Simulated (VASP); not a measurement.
Crystal: Sc.

```
Sc
1.0
     2.90020    0.00000    0.00000
     0.00000    2.90020    0.00000
     0.00000    0.00000    2.90020
Sc
1
Direct
  0.00000 0.00000 0.00000
```

* Program: VASP 6.6.1
* Task: relaxation of cell and atoms
* Functional: LDA
* Potentials or basis: VASP PAW LDA potentials, release 64 (Sc_sv)
* Cutoff: 600 eV
* k mesh: 15 × 15 × 15
* Occupations: fermi-dirac, width 0.05 eV
* Spin: no spin polarisation

At the start: pressure -2.0 GPa; volume 24.39 Å³/atom.

Where does the relaxation end?

Over 4 steps the energy falls by 8.2 meV/atom and the volume is 23.10 Å³/atom (-5.3 %); space group Pm-3m (No. 221, to 0.05 Å).

The path:
```
step  energy change (eV)  largest force (eV/Å)  pressure (GPa)  volume (Å³)
   1              0.0000                0.0000           -2.00        24.39
   2             -0.0080                0.0000           -0.37        23.34
   3             -0.0082                0.0000           -0.04        23.12
   4             -0.0082                0.0000            0.01        23.10
```

Final structure:
```xyz
1
Lattice="2.8479 0.0000 0.0000 0.0000 2.8479 0.0000 0.0000 0.0000 2.8479" Properties=species:S:1:pos:R:3 pbc="T T T"
Sc    0.0000    0.0000    0.0000
```
